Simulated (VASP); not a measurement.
A run of VASP 6.6.1:

File INCAR:

```
ALGO = Normal ; EDIFF = 1E-7
ENCUT = 520 ; GGA = PE
ISIF = 2 ; ISMEAR = 0
LASPH = T ; LCHARG = F
LREAL = F ; LWAVE = F
NBANDS = 56 ; NELM = 60
PREC = Accurate ; SIGMA = 0.05
```

The input KPOINTS:

```
k-points
0
Gamma
  6 6 2
```

POSCAR

```
HfO2
1.0
   -3.6043047991      0.0000000000      0.0000000000
    0.0000000000     -3.6043047991      0.0000000000
   -1.0812914397      0.0000000000     10.5279346079
Hf O
4 8
Direct
    0.4394900000      0.5000000000      0.2017000000
    0.2894900000      0.5000000000      0.7017000000
    0.8644900000      1.0000000000      0.4517000000
    0.7144900000      1.0000000000      0.9517000000
   -0.0894978140      0.5000000000      0.2983260466
   -0.2394978140      0.5000000000      0.7983260466
    0.3934778140      0.0000000000      0.3550739534
    0.2434778140      0.0000000000      0.8550739534
    0.4684778140      0.0000000000      0.1050739534
    0.3184778140      0.0000000000      0.6050739534
   -0.0144978140      0.5000000000      0.0483260466
   -0.1644978140      0.5000000000      0.5483260466
```

Potentials or basis: VASP PAW PBE potentials, release 64 (Hf_pv, O).

Run with:

```sh
$ cat potpaw_PBE.64/Hf_pv/POTCAR potpaw_PBE.64/O/POTCAR > POTCAR
$ mpirun -np 1 vasp_std > vasp.out
```

Hardware: 1 thread of Intel(R) Xeon(R) Platinum 8375C CPU @ 2.90GHz (Ice Lake), with other jobs on the host.

Problem. How long does it take, and how much memory?

Solution. Wall time 4.3 min on 1 thread of Intel(R) Xeon(R) Platinum 8375C CPU @ 2.90GHz (Ice Lake), on a shared host, peak memory 0.34 GiB. Counts: scf iterations 17, k points 32.
